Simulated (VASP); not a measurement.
Set up this calculation in VASP 6.6.1, as the native input.

```
Task                   : single point
Functional             : PBE
Potentials or basis    : VASP PAW PBE potentials, release 64 (Ti_sv)
Cutoff                 : 520 eV
k mesh                 : 12 × 12 × 7
Occupations            : methfessel-paxton, width 1 eV
Spin                   : no spin polarisation
Dipole correction      : no
Further INCAR settings : ALGO = Normal; EDIFF = 1e-06; NBANDS = 19
```

The structure of Ti lies in POSCAR:

```
Ti
1.0
    2.9390756844      0.0000000000      0.0000000000
   -1.4695378422      2.5453142064      0.0000000000
    0.0000000000      0.0000000000      4.6559893251
Ti
2
Direct
    0.3333333333      0.6666666667      0.2500000000
    0.6666666667      0.3333333333      0.7500000000
```

These files were run (other wordings do the same):

INCAR

```
SYSTEM = Ti
ALGO     = Normal         ! electronic algorithm
EDIFF    = 1E-6           ! SCF threshold, eV
ENCUT    = 520            ! plane-wave cutoff, eV
GGA      = PE             ! functional
ISIF     = 2              ! what is computed and relaxed
ISMEAR   = 1              ! smearing method
LASPH    = .True.         ! aspherical terms in the spheres
LCHARG   = .True.         ! write CHGCAR
LELF     = .True.         ! ELF
LREAL    = .False.        ! projectors in reciprocal space
LVHAR    = .True.       
LWAVE    = .False.        ! write WAVECAR
NBANDS   = 19             ! bands
NELM     = 100            ! most SCF steps
PREC     = Accurate       ! precision mode
SIGMA    = 1.0            ! smearing width, eV
```

KPOINTS

```
k-points
0
Gamma
  12 12 7
  0 0 0
```

Potentials or basis: VASP PAW PBE potentials, release 64 (Ti_sv).

Launch:

```console
$ cat potpaw_PBE.64/Ti_sv/POTCAR > POTCAR
$ mpirun -np 1 vasp_std > vasp.out
```

It gave:

The pressure is -0.4 GPa and the band gap on the k mesh is zero (bands 12 and 13 overlap by 1.06 eV).

Caveat: so wide a smearing shifts energies and pressures.

Wall time 93 s on 1 thread of AMD EPYC 7R13, on a shared host, peak memory 0.15 GiB.
